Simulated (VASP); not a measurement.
The system is AlB2As3.

```
CELL_PARAMETERS angstrom
3.62871 0.03730 0.01500
-0.07459 -7.07738 -0.14835
-1.82878 1.58717 -7.89171
ATOMIC_POSITIONS crystal
Al 0.97052 0.00905 0.99130
Al 0.99863 0.51442 0.00526
B 0.30520 0.63163 0.62352
B 0.29006 0.14408 0.64566
B 0.72203 0.86510 0.36455
B 0.66682 0.34712 0.34705
As 0.73632 0.62815 0.49425
As 0.76846 0.11177 0.52240
As 0.09838 0.80601 0.22715
As 0.11702 0.29379 0.18337
As 0.40418 0.94764 0.80659
As 0.42237 0.45123 0.78890
```

* Program: VASP 6.6.1
* Task: relaxation of cell and atoms
* Functional: PBE
* Potentials or basis: VASP PAW PBE potentials, release 64 (Al, B, As)
* Cutoff: 600 eV
* k mesh: 4 × 2 × 4
* Occupations: gaussian, width 0.1 eV
* Spin: no spin polarisation

At the start: pressure 2.8 GPa; volume 16.94 Å³/atom.

Question: Where does the relaxation end?

Answer: Over 20 steps the energy falls by 174.7 meV/atom; space group P1 (No. 1, to 0.1 Å) before, I-4m2 (No. 119, to 0.1 Å).

Step by step:
| step | energy change (eV) | largest force (eV/Å) | pressure (GPa) | volume (Å³) |
| --- | --- | --- | --- | --- |
| 1 | 0.0000 | 4.0388 | 2.77 | 203.32 |
| 2 | -1.5796 | 1.2180 | -3.70 | 211.99 |
| 3 | -1.5823 | 1.2105 | -3.53 | 211.59 |
| 4 | -1.9289 | 0.7105 | 0.78 | 201.57 |
| 5 | -1.9290 | 0.7063 | 0.69 | 201.75 |
| 6 | -2.0129 | 0.3525 | 0.14 | 202.83 |
| 7 | -2.0181 | 0.4273 | 0.00 | 203.18 |
| 8 | -2.0469 | 0.2951 | -0.12 | 203.48 |
| 9 | -2.0578 | 0.3497 | -0.23 | 203.81 |
| 10 | -2.0774 | 0.1792 | -0.04 | 203.41 |
| 11 | -2.0816 | 0.1583 | 0.10 | 203.14 |
| 12 | -2.0880 | 0.0936 | 0.00 | 203.31 |
| 13 | -2.0893 | 0.1089 | -0.06 | 203.43 |
| 14 | -2.0920 | 0.0702 | 0.01 | 203.29 |
| 15 | -2.0932 | 0.0762 | 0.10 | 203.12 |
| 16 | -2.0949 | 0.0490 | -0.06 | 203.45 |
| 17 | -2.0951 | 0.0660 | -0.15 | 203.61 |
| 18 | -2.0961 | 0.0385 | 0.04 | 203.23 |
| 19 | -2.0961 | 0.0384 | 0.04 | 203.24 |
| 20 | -2.0964 | 0.0205 | -0.01 | 203.35 |

Final structure:
```
CELL_PARAMETERS angstrom
3.60110 0.00018 0.00037
0.00126 -7.20258 0.00254
-1.80176 1.79921 -7.84098
ATOMIC_POSITIONS crystal
Al 0.99793 0.00031 0.00001
Al 0.00186 0.50001 0.99987
B 0.32417 0.66233 0.64843
B 0.32491 0.16209 0.64875
B 0.67622 0.83757 0.35126
B 0.67493 0.33763 0.35170
As 0.74975 0.62481 0.49980
As 0.75081 0.12466 0.50015
As 0.10244 0.80108 0.20339
As 0.10080 0.30119 0.20382
As 0.39632 0.94914 0.79652
As 0.39986 0.44918 0.79629
```

Caveat: the k points lie up to 0.45 Å⁻¹ apart in the final cell.
